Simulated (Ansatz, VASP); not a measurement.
# Two plane-wave programs on Co

```xyz
2
Lattice="2.4930 0.0000 0.0000 -1.2465 2.1590 0.0000 0.0000 0.0000 4.0369" Properties=species:S:1:pos:R:3 pbc="T T T"
Co    0.0000    1.4394    1.0092
Co    1.2465    0.7197    3.0277
```

Alike in both runs: functional PBE; k mesh 20 × 20 × 11; occupations fermi-dirac, width 0.1 eV; collinear spin.

Ansatz relaxed the structure, and its values are those at the end. VASP's run is a single point on that final structure, the one shown.

```csv
,VASP,Ansatz
version,VASP 6.6.1,Ansatz 0.2.0
potentials or method,"VASP PAW PBE potentials, release 64 (Co)","PAW with Ansatz's default frozen-core files, scalar-relativistic"
plane-wave cutoff (eV),520,420
valence electrons in the cell,18,34
```

|  | VASP | Ansatz | Ansatz less VASP |
| --- | --- | --- | --- |
| pressure (GPa) | -0.7 | 0.0 | +0.71 |
| net moment per atom (μB) | 1.60 | 1.61 | +0.006 |
| size of the moment on the site where the two differ most (μB) | 1.62 | 1.68 | +0.062 |

Site moments also hang on the region over which each program counts them. With one functional, cell and mesh, what is left measures potentials, basis and numerics. VASP's potentials hold 18 valence electrons a cell and Ansatz's 34, so a difference there can come from the potentials and not from the codes.
